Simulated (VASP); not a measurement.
# TiSi16 (a cell with a defect) in VASP: further runs, part 2 of 2

VASP 6.6.1. Earlier steps stand in the parts before.

**4. Single point, PBE**

INCAR

```
SYSTEM = TiSi16
PREC = Accurate
ENCUT = 520
EDIFF = 1E-7
ISMEAR = 0
SIGMA = 0.02
LREAL = Auto
LASPH = .True.
NELM = 80
ALGO = Normal
ISIF = 2
LWAVE = .False.
LCHARG = .False.
GGA = PE
NBANDS = 52
```

KPOINTS

```
Automatic mesh
0
Gamma
  2 2 2
  0 0 0
```

POSCAR

```
TiSi16
1.0
    0.0000000000      5.4300000000      5.4300000000
    5.4300000000      0.0000000000      5.4300000000
    5.4300000000      5.4300000000      0.0000000000
Si Ti
16 1
Direct
    0.0171066298     -0.0498283610      0.0160419890
    0.1159260589      0.1151603131      0.1151321363
   -0.0336088398      0.0075254144      0.5129362799
    0.1157340700      0.1156773481      0.6532500921
    0.0006267035      0.4878679558     -0.0002712707
    0.1418690608      0.5760132597      0.1408648250
    0.0004491713      0.4883287293      0.5113252302
    0.1119201657      0.6358269797      0.6260573665
    0.5139403315      0.0077254144     -0.0346405157
    0.6543138122      0.1158112339      0.1147287293
    0.5136874770      0.0082521179      0.5125182320
    0.6085963168      0.1762410681      0.6075521179
    0.5123111418      0.4884531308     -0.0005562615
    0.6269657459      0.6360073665      0.1109486188
    0.4841869245      0.5491813996      0.4832449355
    0.6267990792      0.6364777164      0.6257723757
    0.3328222836      0.0033749540      0.3317598527
```

Launch:

```
> cat potpaw_PBE.64/Si/POTCAR potpaw_PBE.64/Ti_sv/POTCAR > POTCAR
> mpirun -np 1 vasp_std > vasp.out
```

Wall time 3.3 min (1 thread of Intel Xeon 6975P-C (Granite Rapids), shared host); peak memory 0.5 GiB.

Results (log left out):

```yaml
Free_energy: -90.8390 eV
Pressure: 5.1 GPa
Largest_force: 1.781 eV/Å
Band_gap_on_the_k_mesh: zero (bands 38 and 39 overlap by 0.47 eV)
```

Forces in eV/Å, atoms in the order of the input:
```
Si   0.055 -0.053  0.050
Si   0.065  0.059  0.070
Si   0.131 -0.130 -0.013
Si  -0.058 -0.063  0.069
Si   0.077 -0.039  0.076
Si   0.094 -0.093  0.090
Si   0.036 -0.076  0.078
Si   0.070 -0.069  0.033
Si  -0.010 -0.131  0.130
Si   0.065 -0.064 -0.056
Si   0.132  0.007  0.131
Si   0.100 -0.099  0.100
Si   0.077 -0.076  0.037
Si   0.031 -0.071  0.071
Si   0.094 -0.095  0.092
Si   0.070 -0.033  0.070
Ti  -1.028  1.027 -1.029
```

Stress tensor (GPa, compression positive):
```
 5.07  0.93 -0.93
 0.93  5.07  0.92
-0.93  0.92  5.06
```

Levels at points of the mesh, in eV from the Fermi level:
```
           k point  band 34  band 35  band 36  band 37  band 38  band 39  band 40  band 41  band 42  band 43
(0.00, 0.00, 0.00)    -1.24    -1.24    -0.79    -0.41    -0.27    -0.27    -0.10    -0.10     0.04     0.29
(0.50, 0.00, 0.00)    -1.60    -1.43    -1.23    -0.56    -0.01     0.29     0.52     0.73     0.74     0.81
(0.00, 0.50, 0.00)    -2.23    -1.37    -1.37    -0.25    -0.25    -0.04     0.61     0.74     0.74     1.22
(0.00, 0.00, 0.50)    -1.60    -1.43    -1.23    -0.56    -0.01     0.29     0.52     0.73     0.74     0.81
(0.50, 0.50, 0.50)    -1.60    -1.44    -1.23    -0.56    -0.01     0.29     0.52     0.73     0.74     0.81
(0.50, 0.50, 0.00)    -2.12    -1.82    -1.78    -0.23     0.20     0.26     0.33     0.94     0.94     1.43
(0.00, 0.50, 0.50)    -2.12    -1.82    -1.78    -0.23     0.20     0.26     0.33     0.94     0.95     1.43
(0.50, 0.00, 0.50)    -2.12    -1.82    -1.78    -0.23     0.20     0.26     0.33     0.94     0.95     1.43
```

Caveat: the k points lie up to 0.50 Å⁻¹ apart.

**5. Single point, PBE**

INCAR

```
SYSTEM = TiSi16
  ALGO = Normal
  EDIFF = 1E-6
  ENCUT = 520
  GGA = PE
  ISIF = 2
  ISMEAR = 0
  LASPH = .TRUE.
  LCHARG = .FALSE.
  LREAL = Auto
  LWAVE = .FALSE.
  NBANDS = 52
  NELM = 60
  PREC = Accurate
  SIGMA = 0.02
```

KPOINTS

```
k-points
0
G
  2 2 2
  0 0 0
```

POSCAR

```
TiSi16
1.0
    0.0000000000      5.4300000000      5.4300000000
    5.4300000000      0.0000000000      5.4300000000
    5.4300000000      5.4300000000      0.0000000000
Si Ti
16 1
Direct
    0.0164473297     -0.0479865562      0.0153563536
    0.1179194291      0.1154597606      0.1169647330
   -0.0286314917      0.0127014733      0.5077920810
    0.1178197974      0.1158757827      0.6488807551
    0.0009783610      0.4884196133      0.0000286372
    0.1407188766      0.5793422652      0.1396833333
    0.0008285451      0.4887948435      0.5099674033
    0.1100366483      0.6360874770      0.6267627993
    0.5087716390      0.0128202578     -0.0296972376
    0.6499674033      0.1159697974      0.1167460405
    0.5084721915      0.0134406998      0.5074639042
    0.6102265193      0.1712769797      0.6091379374
    0.5109864641      0.4889010129     -0.0002085635
    0.6277220994      0.6362471455      0.1090047882
    0.4880464088      0.5374970534      0.4869988950
    0.6275895948      0.6366770718      0.6265437385
    0.3552830571     -0.0640434622      0.3541889503
```

Launch:

```
> cat potpaw_PBE.64/Si/POTCAR potpaw_PBE.64/Ti_sv/POTCAR > POTCAR
> mpirun -np 1 vasp_std > vasp.out
```

It took 3.2 min on 1 thread of Intel Xeon 6975P-C (Granite Rapids), shared host; peak memory 0.5 GiB.

Results (log left out):

```
Free energy            : -91.7080 eV
Pressure               : 3.8 GPa
Largest force          : 1.820 eV/Å
Band gap on the k mesh : zero (bands 38 and 39 overlap by 0.31 eV)
```

Forces on the atoms (eV/Å):
```
Si   0.096 -0.099  0.095
Si   0.109  0.031  0.112
Si   0.064 -0.060  0.322
Si  -0.032 -0.108  0.111
Si   0.086 -0.043  0.087
Si   0.113 -0.115  0.114
Si   0.038 -0.082  0.086
Si   0.074 -0.073  0.012
Si   0.323 -0.060  0.063
Si   0.111 -0.108 -0.033
Si   0.065 -0.326  0.065
Si  -0.031  0.028 -0.029
Si   0.085 -0.082  0.040
Si   0.009 -0.072  0.074
Si  -0.133  0.135 -0.132
Si   0.069 -0.013  0.070
Ti  -1.047  1.048 -1.058
```

Stress tensor (GPa, compression positive):
```
 3.84  0.26 -0.27
 0.26  3.86  0.26
-0.27  0.26  3.84
```

Levels at points of the mesh, in eV from the Fermi level:
| k point | band 34 | band 35 | band 36 | band 37 | band 38 | band 39 | band 40 | band 41 |
| --- | --- | --- | --- | --- | --- | --- | --- | --- |
| (0.00, 0.00, 0.00) | -1.09 | -1.09 | -0.85 | -0.62 | -0.30 | -0.30 | -0.01 | -0.01 |
| (0.50, 0.00, 0.00) | -1.80 | -1.35 | -1.33 | -0.17 | 0.00 | 0.15 | 0.41 | 0.59 |
| (0.00, 0.50, 0.00) | -1.99 | -1.35 | -1.35 | -0.35 | -0.16 | -0.16 | 0.65 | 0.65 |
| (0.00, 0.00, 0.50) | -1.80 | -1.35 | -1.33 | -0.17 | 0.00 | 0.15 | 0.41 | 0.59 |
| (0.50, 0.50, 0.50) | -1.80 | -1.35 | -1.33 | -0.17 | 0.00 | 0.15 | 0.42 | 0.59 |
| (0.50, 0.50, 0.00) | -2.02 | -1.93 | -1.80 | -0.45 | 0.01 | 0.42 | 0.79 | 1.09 |
| (0.00, 0.50, 0.50) | -2.02 | -1.93 | -1.80 | -0.45 | 0.01 | 0.42 | 0.79 | 1.09 |
| (0.50, 0.00, 0.50) | -2.02 | -1.93 | -1.80 | -0.45 | 0.01 | 0.42 | 0.79 | 1.09 |

Caveat: the k points lie up to 0.50 Å⁻¹ apart.

**6. Overview**

```tsv
cell	gap on the mesh (eV)	pressure (GPa)	largest force (eV/Å)
as given, atomic positions A	none	3.9	1.92
as given, atomic positions B	none	5.1	1.79
as given, atomic positions C	none	5.1	1.78
as given, atomic positions D	none	3.8	1.82
```

Alike in all rows: task single point; level PBE; potentials or basis VASP PAW PBE potentials, release 64 (Si, Ti_sv); no spin polarisation; k mesh 2 × 2 × 2; cutoff (eV) 520; smearing gaussian 0.02 eV.

Caveats: all runs use coarse meshes.

Absolute energies hang on the potentials; compare differences alone.
